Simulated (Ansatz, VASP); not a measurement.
## One calculation of PbF2, two programs

```
CELL_PARAMETERS angstrom
0.00000 2.96046 2.96046
2.96046 0.00000 2.96046
2.96046 2.96046 0.00000
ATOMIC_POSITIONS crystal
Pb 0.96622 0.03378 0.03378
F 0.25000 0.25000 0.25000
F 0.75000 0.75000 0.75000
```

Alike in both runs: task single point; functional r2SCAN; k mesh 8 × 8 × 8; occupations gaussian, width 0.05 eV; no spin polarisation.

```csv
,VASP,Ansatz
version,VASP 6.6.1,Ansatz 0.2.0
potentials or method,"VASP PAW PBE potentials, release 64 (Pb_d, F), cutoff 520 eV","scalar-relativistic, plane waves, PAW"
valence electrons in the cell,28,28
```

VASP gave:

```
gap on the k mesh at the Fermi level (eV)                     : 4.86
least direct gap on the mesh (eV)                             : 5.11
pressure (GPa)                                                : 0.9
traceless stress, the component that is largest in VASP (GPa) : 0.16
rms of the force components (eV/Å)                            : 0.147
```

What did Ansatz give for the same quantities?

gap on the k mesh at the Fermi level (eV): 4.86; least direct gap on the mesh (eV): 5.11; pressure (GPa): 0.9; traceless stress, the component that is largest in VASP (GPa): 0.21; rms of the force components (eV/Å): 0.131.

VASP's potentials were made for PBE, not for r2SCAN. Atom by atom the forces differ by 0.016 eV/Å (rms over components).

Neither program's run includes spin-orbit coupling.
